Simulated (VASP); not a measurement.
# AlN (Cm) in VASP: single point with r2SCAN

Aim: the single point of AlN with r2SCAN.

All numbers are computed with VASP 6.6.1; they aren't measurements. Logs are shortened: lines on timing, memory, paths and dates and some standing lists are left out, and cuts for length are marked.

**1. The cell of the first run**

The structure is monoclinic, space group Cm (No. 8). Conventional cell: a = 6.180 Å, b = 6.180 Å, c = 4.370 Å, α = 90.00°, β = 90.00°, γ = 90.00°. Within 2.5 Å of Al (site symmetry m) lie 4 N at 1.89 to 2.14 Å. Al (site symmetry m) has 4 N at 1.66 to 1.89 Å within 2.2 Å. Within 2.5 Å of Al (site symmetry 1) lie 4 N at 1.89 to 1.92 Å. Within 2.2 Å of N (site symmetry m) lie 4 Al at 1.66 to 2.14 Å. Within 2.5 Å of N (site symmetry m) lie 4 Al at 1.89 Å. N (site symmetry 1) has 4 Al at 1.89 Å within 2.5 Å.

**2. Single point, r2SCAN (atom 5 (N) moved +0.300 Å towards its neighbour atom 6 (N) at 3.090 Å)**

File POSCAR:

```
AlN
1.0
    4.3698012565      0.0000000000      0.0000000000
    0.0000000000     -4.3698012565      0.0000000000
    0.0000000000      0.0000000000     -4.3698012565
Al N
4 4
Direct
    0.0000000000      0.0000000000      0.0000000000
    0.5000000000      0.5000000000      0.0000000000
    0.5000000000      0.0000000000      0.5000000000
    0.0000000000      0.5000000000      0.5000000000
    0.7014549926      0.7014549926      0.7500000000
    0.2500000000      0.2500000000      0.7500000000
    0.2500000000      0.7500000000      0.2500000000
    0.7500000000      0.2500000000      0.2500000000
```

File INCAR.step1:

```
PREC = Accurate ; ENCUT = 520
ISMEAR = 0 ; SIGMA = 0.05
LREAL = F ; LASPH = T
NELM = 80 ; NBANDS = 26
GGA = PE ; ALGO = Normal
EDIFF = 1E-4 ; LWAVE = T
LCHARG = F
```

File INCAR.step2:

```
PREC = Accurate ; ENCUT = 520
EDIFF = 1E-7 ; ISMEAR = 0
SIGMA = 0.05 ; LREAL = F
LASPH = T ; NELM = 80
ALGO = Normal ; ISIF = 2
LWAVE = F ; LCHARG = T
METAGGA = R2SCAN ; LMIXTAU = T
LELF = T ; LVHAR = T
NBANDS = 26 ; ISTART = 1
```

File KPOINTS:

```
Automatic mesh
0
Gamma
  6 6 6
```

Potentials or basis: VASP PAW PBE potentials, release 64 (Al, N).

Started as:

```
$ cat potpaw_PBE.64/Al/POTCAR potpaw_PBE.64/N/POTCAR > POTCAR
$ cp INCAR.step1 INCAR
$ mpirun -np 1 vasp_std > vasp.out
$ cp INCAR.step2 INCAR
$ mpirun -np 1 vasp_std > vasp.out
```

OUTCAR:

```text
PREC = Accurate
   ENCUT = 520
   EDIFF = 1E-7
   ISMEAR = 0
   LREAL = F
   LASPH = T
   NELM = 80
   ISIF = 2
   METAGGA = R2SCAN
   ISTART = 1

 ion  position               nearest neighbor table
   1  0.000  0.000  0.000-   6 1.89   7 1.89   8 1.89   5 2.14   3 3.09   4 3.09   2 3.09   3 3.09
                             4 3.09   2 3.09   4 3.09   4 3.09   2 3.09   3 3.09   3 3.09   2 3.09
   2  0.500  0.500  0.000-   5 1.66   6 1.89   7 1.89   8 1.89   3 3.09   4 3.09   1 3.09   3 3.09
                             4 3.09   1 3.09   3 3.09   3 3.09   1 3.09   4 3.09   4 3.09   1 3.09
   3  0.500  0.000  0.500-   6 1.89   7 1.89   8 1.89   5 1.92   2 3.09   4 3.09   1 3.09   1 3.09
                             2 3.09   2 3.09   4 3.09   2 3.09   1 3.09   4 3.09   1 3.09   4 3.09
   4  0.000  0.500  0.500-   6 1.89   7 1.89   8 1.89   5 1.92   2 3.09   3 3.09   1 3.09   1 3.09
                             2 3.09   1 3.09   3 3.09   1 3.09   2 3.09   3 3.09   2 3.09   3 3.09
   5  0.701  0.701  0.750-   2 1.66   3 1.92   4 1.92   1 2.14
   6  0.250  0.250  0.750-   1 1.89   2 1.89   3 1.89   4 1.89
   7  0.250  0.750  0.250-   1 1.89   2 1.89   3 1.89   4 1.89
   8  0.750  0.250  0.250-   1 1.89   2 1.89   3 1.89   4 1.89

  LATTYP: Found a simple cubic cell.
 ALAT       =     4.3698012565

  Lattice vectors:

 A1 = (   4.3698012565,   0.0000000000,   0.0000000000)
 A2 = (   0.0000000000,  -4.3698012565,   0.0000000000)
 A3 = (   0.0000000000,   0.0000000000,  -4.3698012565)

Analysis of symmetry for initial positions (statically):
=====================================================================
 Subroutine PRICEL returns:
 Original cell was already a primitive cell.

 Routine SETGRP: Setting up the symmetry group for a
 simple cubic supercell.

 Subroutine GETGRP returns: Found  2 space group operations
 (whereof  2 operations were pure point group operations)
 out of a pool of 48 trial point group operations.

The static configuration has the point symmetry C_1h.

Analysis of symmetry for dynamics (positions and initial velocities):
=====================================================================
 Subroutine PRICEL returns:
 Original cell was already a primitive cell.

 Routine SETGRP: Setting up the symmetry group for a
 simple cubic supercell.

 Subroutine GETGRP returns: Found  2 space group operations
 (whereof  2 operations were pure point group operations)
 out of a pool of 48 trial point group operations.

The dynamic configuration has the point symmetry C_1h.

 Subroutine INISYM returns: Found  2 space group operations
 (whereof  2 operations are pure point group operations),
 and found     1 'primitive' translations

----------------------------------------------------------------------------------------

                                     Primitive cell

  volume of cell :      83.4421

  direct lattice vectors                    reciprocal lattice vectors
     4.369801256  0.000000000  0.000000000     0.228843360  0.000000000  0.000000000
     0.000000000 -4.369801256  0.000000000     0.000000000 -0.228843360  0.000000000
     0.000000000  0.000000000 -4.369801256     0.000000000  0.000000000 -0.228843360

  length of vectors
     4.369801256  4.369801256  4.369801256     0.228843360  0.228843360  0.228843360

  position of ions in fractional coordinates (direct lattice)
     0.000000000  0.000000000  0.000000000
     0.500000000  0.500000000  0.000000000
     0.500000000  0.000000000  0.500000000
     0.000000000  0.500000000  0.500000000
     0.701454993  0.701454993  0.750000000
     0.250000000  0.250000000  0.750000000
     0.250000000  0.750000000  0.250000000
     0.750000000  0.250000000  0.250000000

  ion indices of the primitive-cell ions
   primitive index   ion index
                 1           1
                 2           2
                 3           3
                 4           4
                 5           5
                 6           6
                 7           7
                 8           8

----------------------------------------------------------------------------------------

 KPOINTS: Automatic mesh

Automatic generation of k-mesh.
 Grid dimensions read from file:
 generate k-points for:    6    6    6

 Generating k-lattice:

  Cartesian coordinates                     Fractional coordinates (reciprocal lattice)
     0.038140560  0.000000000  0.000000000     0.166666667  0.000000000  0.000000000
     0.000000000 -0.038140560  0.000000000     0.000000000  0.166666667  0.000000000
     0.000000000  0.000000000 -0.038140560     0.000000000  0.000000000  0.166666667

  Length of vectors
     0.038140560  0.038140560  0.038140560

  Shift w.r.t. Gamma in fractional coordinates (k-lattice)
     0.000000000  0.000000000  0.000000000

 Subroutine IBZKPT returns following result:
 ===========================================

 Found     68 irreducible k-points:

 Following reciprocal coordinates:
            Coordinates               Weight
  0.000000  0.000000  0.000000      1.000000
  0.166667  0.000000  0.000000      4.000000
  0.000000  0.000000  0.166667      2.000000
  0.333333  0.000000  0.000000      4.000000
  0.000000  0.000000  0.333333      2.000000
  0.500000  0.000000  0.000000      2.000000
[... 16 lines left out ...]
 -0.333333  0.333333  0.000000      2.000000
 -0.333333  0.000000  0.333333      4.000000
 [... further k-points ...]
   k-points           NKPTS =     68   k-points in BZ     NKDIM =     68   number of bands    NBANDS=     26
   number of dos      NEDOS =    301   number of ions     NIONS =      8
   total plane-waves  NPLWV =  32768
   dimension x,y,z NGX =    32 NGY =   32 NGZ =   32
   dimension x,y,z NGXF=    64 NGYF=   64 NGZF=   64
   ions per type =               4   4
   NGX,Y,Z   is equivalent  to a cutoff of  12.17, 12.17, 12.17 a.u.
   NGXF,Y,Z  is equivalent  to a cutoff of  24.35, 24.35, 24.35 a.u.
 SYSTEM =  unknown system
   PREC   = accura    normal or accurate (medium, high low for compatibility)
   ISTART =      1    job   : 0-new  1-cont  2-samecut
   ICHARG =      0    charge: 1-file 2-atom 10-const
   ISPIN  =      1    spin polarized calculation?
   LNONCOLLINEAR =      F non collinear calculations
   LSORBIT =      F    spin-orbit coupling
   LASPH  =      T    aspherical Exc in radial PAW
   ENCUT  =  520.0 eV  38.22 Ry    6.18 a.u.   8.12  8.12  8.12*2*pi/ulx,y,z
   NELM   =     80;   NELMIN=  2; NELMDL=  0     # of ELM steps
   EDIFF  = 0.1E-06   stopping-criterion for ELM
   LREAL  =      F    real-space projection
   EDIFFG = 0.1E-05   stopping-criterion for IOM
   NSW    =      0    number of steps for IOM
   IBRION =     -1    ionic relax: 0-MD 1-quasi-New 2-CG
   NFREE  =      0    steps in history (QN), initial steepest desc. (CG)
   ISIF   =      2    stress and relaxation
   ISYM   =      2    0-nonsym 1-usesym 2-fastsym
   POTIM  = 0.5000    time-step for ionic-motion
   TEBEG  =    0.0;   TEEND  =   0.0 temperature during run
   PSTRESS=    0.0 pullay stress
   NELECT =      32.0000    total number of electrons
   NUPDOWN=      -1.0000    fix difference up-down
   EMIN   =  10.00;   EMAX   =-10.00  energy-range for DOS
   EFERMI =   0.00;   METHOD = LEGACY
   ISMEAR =     0;   SIGMA  =   0.05  broadening in eV -4-tet -1-fermi 0-gaus
   EFERMI_NEDOS =   21; number of points for ismear=-14 and -15
   IALGO  =     38    algorithm
   IMIX   =      4    mixing-type and parameters
     AMIX     =   0.40;   BMIX     =  1.00
     AMIX_MAG =   1.60;   BMIX_MAG =  1.00
  volume/ion in A,a.u.               =      10.43        70.39
  Fermi-wavevector in a.u.,A,eV,Ry     =   1.189405  2.247650 19.247952  1.414685
  Thomas-Fermi vector in A             =   2.325513
   LORBIT       =      0    0 simple, 1 ext, 2 COOP (PROOUT), +10 PAW based schemes
   METAGGA = R2SCAN    functional components
   LHFCALC =     F    Hartree Fock is set to
   AEXX    =    0.0000 exact exchange contribution
   IVDW    =     0    specifies the selected vdW correction
   LEPSILON=     F    determine dielectric tensor
   LRPA    =     F    only Hartree local field effects (RPA)
 non-spin polarized calculation
 Gauss-broadening in eV      SIGMA  =   0.05
  energy-cutoff  :      520.00
  volume of cell :       83.44
 maximum number of plane-waves:      2301
   NGX = 17   NGY = 17   NGZ = 17

 number of electron      32.0000007 magnetization

 Free energy of the ion-electron system (eV)
  ---------------------------------------------------
  ext. energy  EPLUGINS =         0.00000000
  ---------------------------------------------------
  free energy    TOTEN  =       -75.73089247 eV

  energy without entropy =      -75.73089247  energy(sigma->0) =      -75.73089247

 E-fermi :   6.1792     XC(G=0): -11.4131

 val. band max:        5.9051088284   @ k =   0.0000   0.0000   0.0000
 cond. band min:       9.5538158723   @ k =   0.0000   0.0000   0.0000
 fundamental gap:      3.6487070439
 Fermi energy:         6.1792393472

 k-point     1 :       0.0000    0.0000    0.0000
  band No.  band energies     occupation
      1     -10.0680      2.00000
      2      -7.4306      2.00000
      3      -7.4238      2.00000
      4      -7.3704      2.00000
      5       0.6652      2.00000
      6       0.7732      2.00000
[... 18 lines left out ...]
     25      18.7075      0.00000
     26      19.1663      0.00000

 k-point     2 :       0.1667    0.0000    0.0000
  band No.  band energies     occupation
      1      -9.9331      2.00000
      2      -7.6644      2.00000
      3      -7.4061      2.00000
      4      -7.3665      2.00000
      5       0.8090      2.00000
      6       0.9240      2.00000
[... 18 lines left out ...]
     25      18.8217      0.00000
[... 608 lines left out ...]
     25      17.5869      0.00000
     26      17.8422      0.00000

 k-point    24 :      -0.3333    0.0000    0.3333
  band No.  band energies     occupation
      1      -9.0786      2.00000
      2      -8.0788      2.00000
      3      -7.9180      2.00000
      4      -7.5239      2.00000
      5       1.2099      2.00000
      6       1.3293      2.00000
[... 18 lines left out ...]
     25      17.4670      0.00000
     26      17.7807      0.00000

 [... further k-points ...]

------------------------ aborting loop because EDIFF is reached ----------------------------------------

  FORCE on cell =-STRESS in cart. coord.  units (eV):
  Direction    XX          YY          ZZ          XY          YZ          ZX
  --------------------------------------------------------------------------------------
  -------------------------------------------------------------------------------------
  Total        0.9916761      0.9916761      2.7813593     -1.7814443     -2.4220133      2.4220131
  in kB       19.0412461     19.0412461     53.4050865    -34.2056443    -46.5052579     46.5052531
  external PRESSURE =      30.4958596 kB  Pullay stress =       0.0000000 kB

 VOLUME and BASIS-vectors are now :
 -----------------------------------------------------------------------------
  energy-cutoff  :      520.00
  volume of cell :       83.44
      direct lattice vectors                 reciprocal lattice vectors
     4.369801256  0.000000000  0.000000000     0.228843360  0.000000000  0.000000000
     0.000000000 -4.369801256  0.000000000     0.000000000 -0.228843360  0.000000000
     0.000000000  0.000000000 -4.369801256     0.000000000  0.000000000 -0.228843360

 POSITION                                       TOTAL-FORCE (eV/Angst)
 -----------------------------------------------------------------------------------
      0.00000      0.00000      0.00000        -0.511871      0.511871      0.148904
      2.18490     -2.18490      0.00000        -2.543722      2.543722     -2.803821
      2.18490      0.00000     -2.18490        -0.264523      0.404844     -0.143518
      0.00000     -2.18490     -2.18490        -0.404844      0.264523     -0.143518
      3.06522     -3.06522     -3.27735         4.930373     -4.930373      2.929619
      1.09245     -1.09245     -3.27735        -0.682256      0.682256     -0.001964
      1.09245     -3.27735     -1.09245        -0.637736     -0.114579      0.007149
      3.27735     -1.09245     -1.09245         0.114579      0.637736      0.007149
 -----------------------------------------------------------------------------------
    total drift:                                0.001184     -0.001184      0.000352

  FREE ENERGIE OF THE ION-ELECTRON SYSTEM (eV)
  ---------------------------------------------------
  free  energy   TOTEN  =       -75.7308924737 eV

  energy  without entropy=      -75.7308924737  energy(sigma->0) =      -75.73089247
```

It took 4.1 min on 1 thread of Intel Xeon Platinum 8488C (Sapphire Rapids), shared host; peak memory 0.25 GiB.

What came out:

```yaml
Free_energy: -75.7309 eV
Pressure: 3.0 GPa
Largest_force: 7.563 eV/Å
Band_gap_on_the_k_mesh: 3.65 eV
```

Forces in eV/Å, atoms in the order of the input:
```
Al  -0.512  0.512  0.149
Al  -2.544  2.544 -2.804
Al  -0.265  0.405 -0.144
Al  -0.405  0.265 -0.144
N    4.930 -4.930  2.930
N   -0.682  0.682 -0.002
N   -0.638 -0.115  0.007
N    0.115  0.638  0.007
```

Caveat: the cell differs from its parent crystal (atom 5 (N) moved +0.300 Å towards its neighbour atom 6 (N) at 3.090 Å); the cell stands under pressure; the PAW data sets were made with another functional, which shifts forces and pressure a little.
